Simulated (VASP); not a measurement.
# Pt in VASP: single point with PBE

Aim: the single point of Pt with PBE.

All numbers are computed with VASP 6.6.1; they aren't measurements. Logs are shortened: lines on timing, memory, paths and dates and some standing lists are left out, and cuts for length are marked.

## Step 1: The cell of the first run

The cell holds a slab with vacuum, 13 atoms: a = 2.807 Å, b = 6.876 Å, c = 24.725 Å, α = 90.00°, β = 90.00°, γ = 90.00°.

## Step 2: Single point, PBE

The input, INCAR:

```
PREC = Accurate
ENCUT = 520
EDIFF = 1E-7
ISMEAR = 0
SIGMA = 0.1
LREAL = F
LASPH = T
NELM = 100
ALGO = Normal
ISIF = 2
LWAVE = F
LCHARG = F
LDIPOL = T
IDIPOL = 3
DIPOL = 0.5 0.5 0.500
GGA = PE
NBANDS = 77
```

The input, KPOINTS:

```
regular mesh
0
Gamma
  12 5 1
```

The input, POSCAR:

```
Pt
1.0
    2.8072932559      0.0000000000      0.0000000000
    0.0000000000      6.8764360353      0.0000000000
    0.0000000000      0.0000000000     24.7247491019
Pt
13
Direct
    0.5000000000      0.6666666667      0.3033397819
    0.0000000000      0.3333333333      0.3361164849
    0.5000000000      0.0000000000      0.3688931879
    0.0000000000      0.6666666667      0.4016698909
    0.5000000000      0.3333333333      0.4344465940
    0.0000000000      0.0000000000      0.4672232970
    0.5000000000      0.6666666667      0.5000000000
    0.0000000000      0.3333333333      0.5327767030
    0.5000000000      0.0000000000      0.5655534060
    0.0000000000      0.6666666667      0.5983301091
    0.5000000000      0.3333333333      0.6311068121
    0.0000000000      0.0000000000      0.6638835151
    0.5000000000      0.6666666667      0.6966602181
```

Potentials or basis: VASP PAW PBE potentials, release 64 (Pt).

Launch:

```bash
> cat potpaw_PBE.64/Pt/POTCAR > POTCAR
> mpirun -np 1 vasp_std > vasp.out
```

OUTCAR:

```text
PREC = Accurate
   ENCUT = 520
   EDIFF = 1E-7
   ISMEAR = 0
   LREAL = F
   LASPH = T
   NELM = 100
   ISIF = 2
   GGA = PE

 ion  position               nearest neighbor table
   1  0.500  0.667  0.303-   4 2.81   4 2.81   3 2.81   2 2.81   2 2.81
   2  0.000  0.333  0.336-   3 2.81   3 2.81   4 2.81   1 2.81   1 2.81   5 2.81   5 2.81
   3  0.500  0.000  0.369-   1 2.81   2 2.81   2 2.81   4 2.81   4 2.81   5 2.81   6 2.81   6 2.81

   4  0.000  0.667  0.402-   1 2.81   1 2.81   3 2.81   3 2.81   2 2.81   6 2.81   5 2.81   5 2.81
                             7 2.81   7 2.81
   5  0.500  0.333  0.434-   8 2.81   8 2.81   6 2.81   6 2.81   7 2.81   3 2.81   4 2.81   4 2.81
                             2 2.81   2 2.81
   6  0.000  0.000  0.467-   9 2.81   9 2.81   8 2.81   5 2.81   5 2.81   7 2.81   7 2.81   4 2.81
                             3 2.81   3 2.81
   7  0.500  0.667  0.500-   9 2.81   6 2.81   6 2.81   5 2.81   8 2.81   8 2.81   4 2.81   4 2.81
                            10 2.81  10 2.81
   8  0.000  0.333  0.533-   5 2.81   5 2.81   6 2.81   9 2.81   9 2.81   7 2.81   7 2.81  11 2.81
                            11 2.81  10 2.81
   9  0.500  0.000  0.566-   6 2.81   6 2.81   7 2.81   8 2.81   8 2.81  10 2.81  10 2.81  11 2.81
                            12 2.81  12 2.81
  10  0.000  0.667  0.598-  13 2.81  13 2.81  12 2.81  11 2.81  11 2.81   9 2.81   9 2.81   7 2.81
                             7 2.81   8 2.81
  11  0.500  0.333  0.631-  12 2.81  12 2.81  13 2.81  10 2.81  10 2.81   9 2.81   8 2.81   8 2.81

  12  0.000  0.000  0.664-  10 2.81  11 2.81  11 2.81  13 2.81  13 2.81   9 2.81   9 2.81
  13  0.500  0.667  0.697-  10 2.81  10 2.81  12 2.81  12 2.81  11 2.81

  LATTYP: Found a simple orthorhombic cell.
 ALAT       =     2.8072932559
 B/A-ratio  =     2.4494897428
 C/A-ratio  =     8.8073267907

  Lattice vectors:

 A1 = (   2.8072932559,   0.0000000000,   0.0000000000)
 A2 = (   0.0000000000,   6.8764360353,   0.0000000000)
 A3 = (   0.0000000000,   0.0000000000,  24.7247491019)

Analysis of symmetry for initial positions (statically):
=====================================================================
 Subroutine PRICEL returns:
 Original cell was already a primitive cell.

 Routine SETGRP: Setting up the symmetry group for a
 simple orthorhombic supercell.

 Subroutine GETGRP returns: Found  4 space group operations
 (whereof  2 operations were pure point group operations)
 out of a pool of  8 trial point group operations.

The static configuration has the point symmetry C_1h.
 The point group associated with its full space group is C_2h.

Analysis of symmetry for dynamics (positions and initial velocities):
=====================================================================
 Subroutine PRICEL returns:
 Original cell was already a primitive cell.

 Routine SETGRP: Setting up the symmetry group for a
 simple orthorhombic supercell.

 Subroutine GETGRP returns: Found  4 space group operations
 (whereof  2 operations were pure point group operations)
 out of a pool of  8 trial point group operations.

The dynamic configuration has the point symmetry C_1h.
 The point group associated with its full space group is C_2h.

 Subroutine INISYM returns: Found  4 space group operations
 (whereof  2 operations are pure point group operations),
 and found     1 'primitive' translations

----------------------------------------------------------------------------------------

                                     Primitive cell

  volume of cell :     477.2908

  direct lattice vectors                    reciprocal lattice vectors
     2.807293256  0.000000000  0.000000000     0.356215012  0.000000000  0.000000000
     0.000000000  6.876436035  0.000000000     0.000000000  0.145424170  0.000000000
     0.000000000  0.000000000 24.724749102     0.000000000  0.000000000  0.040445304

  length of vectors
     2.807293256  6.876436035 24.724749102     0.356215012  0.145424170  0.040445304

  position of ions in fractional coordinates (direct lattice)
     0.500000000  0.666666667  0.303339782
     0.000000000  0.333333333  0.336116485
     0.500000000  0.000000000  0.368893188
     0.000000000  0.666666667  0.401669891
     0.500000000  0.333333333  0.434446594
     0.000000000  0.000000000  0.467223297
     0.500000000  0.666666667  0.500000000
     0.000000000  0.333333333  0.532776703
     0.500000000  0.000000000  0.565553406
     0.000000000  0.666666667  0.598330109
     0.500000000  0.333333333  0.631106812
     0.000000000  0.000000000  0.663883515
     0.500000000  0.666666667  0.696660218

  ion indices of the primitive-cell ions
   primitive index   ion index
                 1           1
                 2           2
                 3           3
                 4           4
                 5           5
                 6           6
                 7           7
                 8           8
                 9           9
                10          10
                11          11
                12          12
                13          13

----------------------------------------------------------------------------------------

 KPOINTS: regular mesh

Automatic generation of k-mesh.
 Grid dimensions read from file:
 generate k-points for:   12    5    1

 Generating k-lattice:

  Cartesian coordinates                     Fractional coordinates (reciprocal lattice)
     0.029684584  0.000000000  0.000000000     0.083333333  0.000000000  0.000000000
     0.000000000  0.029084834  0.000000000     0.000000000  0.200000000  0.000000000
     0.000000000  0.000000000  0.040445304     0.000000000  0.000000000  1.000000000

  Length of vectors
     0.029684584  0.029084834  0.040445304

  Shift w.r.t. Gamma in fractional coordinates (k-lattice)
     0.000000000  0.000000000  0.000000000

 Subroutine IBZKPT returns following result:
 ===========================================

 Found     21 irreducible k-points:

 Following reciprocal coordinates:
            Coordinates               Weight
  0.000000  0.000000  0.000000      1.000000
  0.083333  0.000000  0.000000      2.000000
  0.166667  0.000000  0.000000      2.000000
  0.250000  0.000000  0.000000      2.000000
  0.333333  0.000000  0.000000      2.000000
  0.416667  0.000000  0.000000      2.000000
[... 13 lines left out ...]
  0.416667  0.400000  0.000000      4.000000
  0.500000  0.400000  0.000000      2.000000
   k-points           NKPTS =     21   k-points in BZ     NKDIM =     21   number of bands    NBANDS=     77
   number of dos      NEDOS =    301   number of ions     NIONS =     13
   total plane-waves  NPLWV = 248832
   dimension x,y,z NGX =    24 NGY =   54 NGZ =  192
   dimension x,y,z NGXF=    48 NGYF=  108 NGZF=  384
   ions per type =              13
   NGX,Y,Z   is equivalent  to a cutoff of  14.21, 13.06, 12.91 a.u.
   NGXF,Y,Z  is equivalent  to a cutoff of  28.43, 26.11, 25.82 a.u.
 SYSTEM =  unknown system
   PREC   = accura    normal or accurate (medium, high low for compatibility)
   ISTART =      0    job   : 0-new  1-cont  2-samecut
   ICHARG =      2    charge: 1-file 2-atom 10-const
   ISPIN  =      1    spin polarized calculation?
   LNONCOLLINEAR =      F non collinear calculations
   LSORBIT =      F    spin-orbit coupling
   LASPH  =      T    aspherical Exc in radial PAW
   ENCUT  =  520.0 eV  38.22 Ry    6.18 a.u.   5.22 12.79 45.97*2*pi/ulx,y,z
   NELM   =    100;   NELMIN=  2; NELMDL= -5     # of ELM steps
   EDIFF  = 0.1E-06   stopping-criterion for ELM
   LREAL  =      F    real-space projection
   EDIFFG = 0.1E-05   stopping-criterion for IOM
   NSW    =      0    number of steps for IOM
   IBRION =     -1    ionic relax: 0-MD 1-quasi-New 2-CG
   NFREE  =      0    steps in history (QN), initial steepest desc. (CG)
   ISIF   =      2    stress and relaxation
   ISYM   =      2    0-nonsym 1-usesym 2-fastsym
   POTIM  = 0.5000    time-step for ionic-motion
   TEBEG  =    0.0;   TEEND  =   0.0 temperature during run
   PSTRESS=    0.0 pullay stress
   NELECT =     130.0000    total number of electrons
   NUPDOWN=      -1.0000    fix difference up-down
   EMIN   =  10.00;   EMAX   =-10.00  energy-range for DOS
   EFERMI =   0.00;   METHOD = LEGACY
   ISMEAR =     0;   SIGMA  =   0.10  broadening in eV -4-tet -1-fermi 0-gaus
   EFERMI_NEDOS =   21; number of points for ismear=-14 and -15
   IALGO  =     38    algorithm
   IMIX   =      4    mixing-type and parameters
     AMIX     =   0.40;   BMIX     =  1.00
     AMIX_MAG =   1.60;   BMIX_MAG =  1.00
  volume/ion in A,a.u.               =      36.71       247.76
  Fermi-wavevector in a.u.,A,eV,Ry     =   1.061194  2.005367 15.321975  1.126133
  Thomas-Fermi vector in A             =   2.196602
   LORBIT       =      0    0 simple, 1 ext, 2 COOP (PROOUT), +10 PAW based schemes
   GGA     = PE    functional components
   LHFCALC =     F    Hartree Fock is set to
   AEXX    =    0.0000 exact exchange contribution
   IVDW    =     0    specifies the selected vdW correction
   LEPSILON=     F    determine dielectric tensor
   LRPA    =     F    only Hartree local field effects (RPA)
 non-spin polarized calculation
 Gauss-broadening in eV      SIGMA  =   0.10
  energy-cutoff  :      520.00
  volume of cell :      477.29
 maximum number of plane-waves:     12938
 NGX is ok and might be reduce to    24
   NGX = 11   NGY = 25   NGZ = 91

 dipolmoment           0.000000      0.000000      0.000000 electrons x Angstroem

 number of electron     129.9999994 magnetization

 dipolmoment           0.000000      0.000000     -0.000000 electrons x Angstroem

 Free energy of the ion-electron system (eV)
  ---------------------------------------------------
  ext. energy  EPLUGINS =         0.00000000
  ---------------------------------------------------
  free energy    TOTEN  =       -74.92620777 eV

  energy without entropy =      -74.78717626  energy(sigma->0) =      -74.85669201

 E-fermi :   1.2975     XC(G=0):  -6.4567

 val. band max:        1.2872187651   @ k =   0.0833   0.4000   0.0000
 cond. band min:       1.2978916269   @ k =   0.2500   0.0000   0.0000
 fundamental gap:      0.0106728619
 Fermi energy:         1.2975012581

 k-point     1 :       0.0000    0.0000    0.0000
  band No.  band energies     occupation
      1      -8.0523      2.00000
      2      -6.9113      2.00000
      3      -5.6658      2.00000
      4      -5.4296      2.00000
      5      -5.3678      2.00000
      6      -5.1365      2.00000
[... 69 lines left out ...]
     76       2.9782      0.00000
     77       3.5707      0.00000

 k-point     2 :       0.0833    0.0000    0.0000
  band No.  band energies     occupation
      1      -7.8770      2.00000
      2      -6.7435      2.00000
      3      -5.4920      2.00000
      4      -5.2649      2.00000
      5      -5.2001      2.00000
      6      -4.9955      2.00000
[... 69 lines left out ...]
     76       3.3439      0.00000
     77       3.8977      0.00000
[... 1438 lines left out ...]
     76       5.9731      0.00000
     77       6.1340      0.00000

 k-point    21 :       0.5000    0.4000    0.0000
  band No.  band energies     occupation
      1      -5.2910      2.00000
      2      -5.2755      2.00000
      3      -4.7077      2.00000
      4      -4.6967      2.00000
      5      -4.5688      2.00000
      6      -4.5535      2.00000
[... 69 lines left out ...]
     76       5.4712      0.00000
     77       5.7777      0.00000

------------------------ aborting loop because EDIFF is reached ----------------------------------------

 vacuum level on the upper side and lower side of the slab       (xc-potential included)        -0.098        -0.098

  FORCE on cell =-STRESS in cart. coord.  units (eV):
  Direction    XX          YY          ZZ          XY          YZ          ZX
  --------------------------------------------------------------------------------------
  -------------------------------------------------------------------------------------
  Total      -13.2663330    -11.3576983     -3.4694629      0.0000000      1.1815599      0.0000000
  in kB      -44.5326351    -38.1257002    -11.6463476      0.0000000      3.9662789      0.0000000
  external PRESSURE =     -31.4348943 kB  Pullay stress =       0.0000000 kB

 VOLUME and BASIS-vectors are now :
 -----------------------------------------------------------------------------
  energy-cutoff  :      520.00
  volume of cell :      477.29
      direct lattice vectors                 reciprocal lattice vectors
     2.807293256  0.000000000  0.000000000     0.356215012  0.000000000  0.000000000
     0.000000000  6.876436035  0.000000000     0.000000000  0.145424170  0.000000000
     0.000000000  0.000000000 24.724749102     0.000000000  0.000000000  0.040445304

 POSITION                                       TOTAL-FORCE (eV/Angst)
 -----------------------------------------------------------------------------------
      1.40365      4.58429      7.50000         0.000000     -0.282839      0.886278
      0.00000      2.29215      8.31040         0.000000     -0.083747     -0.065643
      1.40365      0.00000      9.12079         0.000000      0.156699     -0.785642
      0.00000      4.58429      9.93119         0.000000      0.338690     -0.056811
      1.40365      2.29215     10.74158         0.000000     -0.135467      0.065795
      0.00000      0.00000     11.55198         0.000000      0.014905      0.232153
      1.40365      4.58429     12.36237         0.000000      0.000000      0.000000
      0.00000      2.29215     13.17277         0.000000     -0.014905     -0.232153
      1.40365      0.00000     13.98317         0.000000      0.135467     -0.065795
      0.00000      4.58429     14.79356         0.000000     -0.338690      0.056811
      1.40365      2.29215     15.60396         0.000000     -0.156699      0.785642
      0.00000      0.00000     16.41435         0.000000      0.083747      0.065643
      1.40365      4.58429     17.22475         0.000000      0.282839     -0.886278
 -----------------------------------------------------------------------------------
    total drift:                                0.000000     -0.000000      0.000000

  FREE ENERGIE OF THE ION-ELECTRON SYSTEM (eV)
  ---------------------------------------------------
  free  energy   TOTEN  =       -74.9262077717 eV

  energy  without entropy=      -74.7871762559  energy(sigma->0) =      -74.85669201

 vacuum level on the upper side and lower side of the slab         6.715         6.715
```

Wall time 18 min (1 thread of Intel Xeon 6975P-C (Granite Rapids), shared host); peak memory 0.87 GiB.

What came out:

```yaml
Free_energy: -74.9262 eV
Largest_force: 0.930 eV/Å
Band_gap_on_the_k_mesh: zero (bands 65 and 66 overlap by 0.72 eV)
```

Forces in eV/Å, atoms in the order of the input:
```
Pt   0.000 -0.283  0.886
Pt   0.000 -0.084 -0.066
Pt   0.000  0.157 -0.786
Pt   0.000  0.339 -0.057
Pt   0.000 -0.135  0.066
Pt   0.000  0.015  0.232
Pt   0.000  0.000  0.000
Pt   0.000 -0.015 -0.232
Pt   0.000  0.135 -0.066
Pt   0.000 -0.339  0.057
Pt   0.000 -0.157  0.786
Pt   0.000  0.084  0.066
Pt   0.000  0.283 -0.886
```

Levels at points of the mesh, in eV from the Fermi level:
| k point | band 64 | band 65 | band 66 | band 67 | band 68 | band 69 |
| --- | --- | --- | --- | --- | --- | --- |
| (0.00, 0.00, 0.00) | -0.22 | -0.09 | 0.05 | 0.05 | 0.09 | 0.11 |
| (0.50, 0.00, 0.00) | 0.42 | 0.50 | 1.86 | 1.88 | 2.14 | 2.20 |

Caveat: spin-orbit coupling is left out, which moves the levels of the heavy elements.
